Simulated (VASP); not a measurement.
# CoH (Fm-3m) in VASP: a series of runs

The runs below take CoH through single point, with LDA.

Everything below comes from runs of VASP 6.6.1. Logs are shortened: lines on timing, memory, paths and dates and some standing lists are left out, and cuts for length are marked.

**1. The cell of the first run**

Symmetry: Fm-3m, No. 225, cubic system. The conventional cell has a = 3.460 Å, b = 3.460 Å, c = 3.460 Å, α = 90.00°, β = 90.00°, γ = 90.00°. Within 2.3 Å of Co (site symmetry m-3m) lie 6 H at 1.73 Å. H (site symmetry m-3m) has 6 Co at 1.73 Å within 2.3 Å.

**2. Single point, LDA, collinear spin, ferromagnetic start**

Contents of INCAR:

```
  ALGO = Normal
  EDIFF = 1E-6
  ENCUT = 520
  ISIF = 2
  ISMEAR = -1
  ISPIN = 2
  LASPH = T
  LCHARG = F
  LMAXMIX = 4
  LORBIT = 11
  LREAL = F
  LWAVE = F
  MAGMOM = 2.5 0
  NBANDS = 16
  NELM = 150
  PREC = Accurate
  SIGMA = 0.1
```

Contents of KPOINTS:

```
k-points
0
Gamma
  10 10 10
```

Contents of POSCAR:

```
CoH
1.0
    0.0000000000      1.7301480483      1.7301480483
    1.7301480483      0.0000000000      1.7301480483
    1.7301480483      1.7301480483      0.0000000000
Co H
1 1
Direct
    0.0000000000      0.0000000000      0.0000000000
    0.5000000000      0.5000000000      0.5000000000
```

Potentials or basis: VASP PAW LDA potentials, release 64 (Co, H).

On the command line:

```console
$ cat potpaw_LDA.64/Co/POTCAR potpaw_LDA.64/H/POTCAR > POTCAR
$ mpirun -np 1 vasp_std > vasp.out
```

OUTCAR:

```text
EDIFF = 1E-6
   ENCUT = 520
   ISIF = 2
   ISMEAR = -1
   ISPIN = 2
   LASPH = T
   LORBIT = 11
   LREAL = F
   NELM = 150
   PREC = Accurate

 ion  position               nearest neighbor table
   1  0.000  0.000  0.000-   2 1.73   2 1.73   2 1.73   2 1.73   2 1.73   2 1.73
   2  0.500  0.500  0.500-   1 1.73   1 1.73   1 1.73   1 1.73   1 1.73   1 1.73

  LATTYP: Found a face centered cubic cell.
 ALAT       =     3.4602960966

  Lattice vectors:

 A1 = (   0.0000000000,   1.7301480483,   1.7301480483)
 A2 = (   1.7301480483,   0.0000000000,   1.7301480483)
 A3 = (   1.7301480483,   1.7301480483,   0.0000000000)

Analysis of symmetry for initial positions (statically):
=====================================================================
 Subroutine PRICEL returns:
 Original cell was already a primitive cell.

 Routine SETGRP: Setting up the symmetry group for a
 face centered cubic supercell.

 Subroutine GETGRP returns: Found 48 space group operations
 (whereof 48 operations were pure point group operations)
 out of a pool of 48 trial point group operations.

The static configuration has the point symmetry O_h .

Analysis of symmetry for dynamics (positions and initial velocities):
=====================================================================
 Subroutine PRICEL returns:
 Original cell was already a primitive cell.

 Routine SETGRP: Setting up the symmetry group for a
 face centered cubic supercell.

 Subroutine GETGRP returns: Found 48 space group operations
 (whereof 48 operations were pure point group operations)
 out of a pool of 48 trial point group operations.

The dynamic configuration has the point symmetry O_h .

Analysis of structural, dynamic, and magnetic symmetry:
=====================================================================
 Subroutine PRICEL returns:
 Original cell was already a primitive cell.

 Routine SETGRP: Setting up the symmetry group for a
 face centered cubic supercell.

 Subroutine GETGRP returns: Found 48 space group operations
 (whereof 48 operations were pure point group operations)
 out of a pool of 48 trial point group operations.

The overall configuration has the point symmetry O_h .

 Subroutine INISYM returns: Found 48 space group operations
 (whereof 48 operations are pure point group operations),
 and found     1 'primitive' translations

----------------------------------------------------------------------------------------

                                     Primitive cell

  volume of cell :      10.3581

  direct lattice vectors                    reciprocal lattice vectors
     0.000000000  1.730148048  1.730148048    -0.288992610  0.288992610  0.288992610
     1.730148048  0.000000000  1.730148048     0.288992610 -0.288992610  0.288992610
     1.730148048  1.730148048  0.000000000     0.288992610  0.288992610 -0.288992610

  length of vectors
     2.446798835  2.446798835  2.446798835     0.500549883  0.500549883  0.500549883

  position of ions in fractional coordinates (direct lattice)
     0.000000000  0.000000000  0.000000000
     0.500000000  0.500000000  0.500000000

  ion indices of the primitive-cell ions
   primitive index   ion index
                 1           1
                 2           2

----------------------------------------------------------------------------------------

 KPOINTS: k-points

Automatic generation of k-mesh.
 Grid dimensions read from file:
 generate k-points for:   10   10   10

 Generating k-lattice:

  Cartesian coordinates                     Fractional coordinates (reciprocal lattice)
    -0.028899261  0.028899261  0.028899261     0.100000000  0.000000000  0.000000000
     0.028899261 -0.028899261  0.028899261     0.000000000  0.100000000  0.000000000
     0.028899261  0.028899261 -0.028899261     0.000000000  0.000000000  0.100000000

  Length of vectors
     0.050054988  0.050054988  0.050054988

  Shift w.r.t. Gamma in fractional coordinates (k-lattice)
     0.000000000  0.000000000  0.000000000

 Subroutine IBZKPT returns following result:
 ===========================================

 Found     47 irreducible k-points:

 Following reciprocal coordinates:
            Coordinates               Weight
  0.000000  0.000000  0.000000      1.000000
  0.100000  0.000000  0.000000      8.000000
  0.200000  0.000000  0.000000      8.000000
  0.300000  0.000000  0.000000      8.000000
  0.400000  0.000000  0.000000      8.000000
  0.500000  0.000000  0.000000      4.000000
[... 16 lines left out ...]
  0.300000  0.300000  0.000000      6.000000
  0.400000  0.300000  0.000000     24.000000
 [... further k-points ...]
   k-points           NKPTS =     47   k-points in BZ     NKDIM =     47   number of bands    NBANDS=     16
   number of dos      NEDOS =    301   number of ions     NIONS =      2
   total plane-waves  NPLWV =   5832
   dimension x,y,z NGX =    18 NGY =   18 NGZ =   18
   dimension x,y,z NGXF=    36 NGYF=   36 NGZF=   36
   ions per type =               1   1
   NGX,Y,Z   is equivalent  to a cutoff of  12.23, 12.23, 12.23 a.u.
   NGXF,Y,Z  is equivalent  to a cutoff of  24.46, 24.46, 24.46 a.u.
 SYSTEM =  unknown system
   PREC   = accura    normal or accurate (medium, high low for compatibility)
   ISTART =      0    job   : 0-new  1-cont  2-samecut
   ICHARG =      2    charge: 1-file 2-atom 10-const
   ISPIN  =      2    spin polarized calculation?
   LNONCOLLINEAR =      F non collinear calculations
   LSORBIT =      F    spin-orbit coupling
   LASPH  =      T    aspherical Exc in radial PAW
   ENCUT  =  520.0 eV  38.22 Ry    6.18 a.u.   4.55  4.55  4.55*2*pi/ulx,y,z
   NELM   =    150;   NELMIN=  2; NELMDL= -5     # of ELM steps
   EDIFF  = 0.1E-05   stopping-criterion for ELM
   LREAL  =      F    real-space projection
   EDIFFG = 0.1E-04   stopping-criterion for IOM
   NSW    =      0    number of steps for IOM
   IBRION =     -1    ionic relax: 0-MD 1-quasi-New 2-CG
   NFREE  =      0    steps in history (QN), initial steepest desc. (CG)
   ISIF   =      2    stress and relaxation
   ISYM   =      2    0-nonsym 1-usesym 2-fastsym
   POTIM  = 0.5000    time-step for ionic-motion
   TEBEG  =    0.0;   TEEND  =   0.0 temperature during run
   PSTRESS=    0.0 pullay stress
   NELECT =      10.0000    total number of electrons
   NUPDOWN=      -1.0000    fix difference up-down
   EMIN   =  10.00;   EMAX   =-10.00  energy-range for DOS
   EFERMI =   0.00;   METHOD = LEGACY
   ISMEAR =    -1;   SIGMA  =   0.10  broadening in eV -4-tet -1-fermi 0-gaus
   EFERMI_NEDOS =   21; number of points for ismear=-14 and -15
   IALGO  =     38    algorithm
   IMIX   =      4    mixing-type and parameters
     AMIX     =   0.40;   BMIX     =  1.00
     AMIX_MAG =   1.60;   BMIX_MAG =  1.00
  volume/ion in A,a.u.               =       5.18        34.95
  Fermi-wavevector in a.u.,A,eV,Ry     =   1.618011  3.057598 35.619518  2.617961
  Thomas-Fermi vector in A             =   2.712343
   LORBIT       =     11    0 simple, 1 ext, 2 COOP (PROOUT), +10 PAW based schemes
   GGA     = CA    functional components
   LHFCALC =     F    Hartree Fock is set to
   AEXX    =    0.0000 exact exchange contribution
   IVDW    =     0    specifies the selected vdW correction
   LEPSILON=     F    determine dielectric tensor
   LRPA    =     F    only Hartree local field effects (RPA)
 spin polarized calculation
  energy-cutoff  :      520.00
  volume of cell :       10.36
 maximum number of plane-waves:       291
   NGX =  9   NGY =  9   NGZ =  9

 number of electron      10.0000000 magnetization       2.5000000

 number of electron       9.9999992 magnetization       0.8397437

 Free energy of the ion-electron system (eV)
  ---------------------------------------------------
  ext. energy  EPLUGINS =         0.00000000
  ---------------------------------------------------
  free energy    TOTEN  =       -11.67860088 eV

  energy without entropy =      -11.63887077  energy(sigma->0) =      -11.65873583

 E-fermi :  12.9682     XC(G=0): -14.7992

 val. band max:       12.9511846657   @ k =   0.4000   0.1000   0.0000
 cond. band min:      12.9696876579   @ k =   0.5000   0.2000   0.1000
 fundamental gap:      0.0185029922
 Fermi energy:        12.9681902227

 spin component 1

 k-point     1 :       0.0000    0.0000    0.0000
  band No.  band energies     occupation
      1      -1.1822      1.00000
      2      10.0612      1.00000
      3      10.0612      1.00000
      4      10.0612      1.00000
      5      11.4443      1.00000
      6      11.4443      1.00000
[... 8 lines left out ...]
     15      50.5043      0.00000
     16      52.9297      0.00000
[... 419 lines left out ...]
 k-point    24 :       0.4000    0.3000    0.0000
  band No.  band energies     occupation
      1       3.0294      1.00000
      2       8.1851      1.00000
      3      10.2831      1.00000
      4      11.6231      1.00000
      5      12.4039      0.99647
      6      12.4485      0.99450
[... 8 lines left out ...]
     15      56.8410      0.00000
     16      57.6190      0.00000

 [... further k-points ...]

 spin component 2

 k-point     1 :       0.0000    0.0000    0.0000
  band No.  band energies     occupation
      1      -1.1180      1.00000
      2      10.8737      1.00000
      3      10.8737      1.00000
      4      10.8737      1.00000
      5      12.1929      0.99957
      6      12.1929      0.99957
[... 8 lines left out ...]
     15      53.2731      0.00000
     16      53.2731      0.00000
[... 419 lines left out ...]
 k-point    24 :       0.4000    0.3000    0.0000
  band No.  band energies     occupation
      1       3.1732      1.00000
      2       8.8578      1.00000
      3      10.7907      1.00000
      4      12.4299      0.99542
      5      13.2608      0.05087
      6      13.2629      0.04987
[... 8 lines left out ...]
     15      56.9715      0.00000
     16      57.7688      0.00000

 [... further k-points ...]

------------------------ aborting loop because EDIFF is reached ----------------------------------------

  FORCE on cell =-STRESS in cart. coord.  units (eV):
  Direction    XX          YY          ZZ          XY          YZ          ZX
  --------------------------------------------------------------------------------------
  -------------------------------------------------------------------------------------
  Total        2.9123086      2.9123086      2.9123086      0.0000000      0.0000000      0.0000000
  in kB      450.4723934    450.4723934    450.4723934      0.0000000      0.0000000      0.0000000
  external PRESSURE =     450.4723934 kB  Pullay stress =       0.0000000 kB

 VOLUME and BASIS-vectors are now :
 -----------------------------------------------------------------------------
  energy-cutoff  :      520.00
  volume of cell :       10.36
      direct lattice vectors                 reciprocal lattice vectors
     0.000000000  1.730148048  1.730148048    -0.288992610  0.288992610  0.288992610
     1.730148048  0.000000000  1.730148048     0.288992610 -0.288992610  0.288992610
     1.730148048  1.730148048  0.000000000     0.288992610  0.288992610 -0.288992610

 POSITION                                       TOTAL-FORCE (eV/Angst)
 -----------------------------------------------------------------------------------
      0.00000      0.00000      0.00000        -0.000000     -0.000000      0.000000
      1.73015      1.73015      1.73015         0.000000      0.000000     -0.000000
 -----------------------------------------------------------------------------------
    total drift:                               -0.000000      0.000000      0.000000

  FREE ENERGIE OF THE ION-ELECTRON SYSTEM (eV)
  ---------------------------------------------------
  free  energy   TOTEN  =       -11.6786008835 eV

  energy  without entropy=      -11.6388707666  energy(sigma->0) =      -11.65873583

 total charge

# of ion       s       p       d       tot
------------------------------------------
    1        0.486   0.730   7.647   8.863
    2        0.545   0.061   0.000   0.606
--------------------------------------------------
tot          1.031   0.792   7.647   9.470

 magnetization (x)

# of ion       s       p       d       tot
------------------------------------------
    1       -0.005  -0.014   0.864   0.844
    2       -0.006  -0.002   0.000  -0.008
--------------------------------------------------
tot         -0.012  -0.016   0.864   0.836
```

It took 15 s on 1 thread of Intel Xeon Platinum 8488C (Sapphire Rapids), shared host; peak memory 0.12 GiB.

What came out:

```yaml
Free_energy: -11.6786 eV
Pressure: 45.0 GPa
Net_moment: 0.84 μB per cell
Site_moments: Co +0.84; H -0.01 μB
Valence_electrons_inside_the_program's_atomic_spheres: Co 8.86; H 0.61
```

Levels at points of the mesh, in eV from the Fermi level:
Spin up:
```csv
k point,band 4,band 5,band 6,band 7,band 8,band 9
"(0.00, 0.00, 0.00)",-2.91,-1.52,-1.52,17.50,21.91,23.43
"(0.50, 0.00, 0.00)",-3.20,-0.52,-0.52,5.44,13.92,23.88
"(0.50, 0.50, 0.00)",-0.23,-0.23,0.40,5.34,12.41,12.41
```
Spin down:
```
           k point  band 2  band 3  band 4  band 5  band 6  band 7
(0.00, 0.00, 0.00)   -2.09   -2.09   -2.09   -0.78   -0.78   17.51
(0.50, 0.00, 0.00)   -6.00   -2.50   -2.50    0.37    0.37    6.06
(0.50, 0.50, 0.00)   -4.63    0.23    0.52    0.73    0.73    5.92
```

(Part 1 of 2 ends here.)
